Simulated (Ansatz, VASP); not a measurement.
## TeOs3: VASP beside Ansatz

```xyz
4
Lattice="3.9914 0.0000 0.0000 0.0000 3.9914 0.0000 0.0000 0.0000 3.9914" Properties=species:S:1:pos:R:3 pbc="T T T"
Te    0.0000    0.0000    0.0000
Os    0.0000    1.9957    1.9957
Os    1.9957    0.0000    1.9957
Os    1.9957    1.9957    0.0000
```

Alike in both runs: functional PBE; k mesh 4 × 4 × 4; occupations gaussian, width 0.1 eV; no spin polarisation.

Ansatz relaxed the structure, and its values are those at the end. VASP's run is a single point on that final structure, the one shown.

```csv
,VASP,Ansatz
version,VASP 6.6.1,Ansatz 0.2.0
potentials or method,"VASP PAW PBE potentials, release 64 (Te, Os), cutoff 520 eV","scalar-relativistic, plane waves, PAW"
valence electrons in the cell,30,64
```

VASP gave:

- gap on the k mesh at the Fermi level (eV): none
- pressure (GPa): 0.0

Problem. What did Ansatz give for the same quantities?

Solution. gap on the k mesh at the Fermi level (eV): none; pressure (GPa): -0.1.

A gap of «none» marks a metal or a gap that the smearing closes. VASP's potentials hold 30 valence electrons a cell and Ansatz's 64, so a difference there can come from the potentials and not from the codes.

The k mesh is coarse, so the values compare programs but aren't converged. Neither program's run includes spin-orbit coupling.
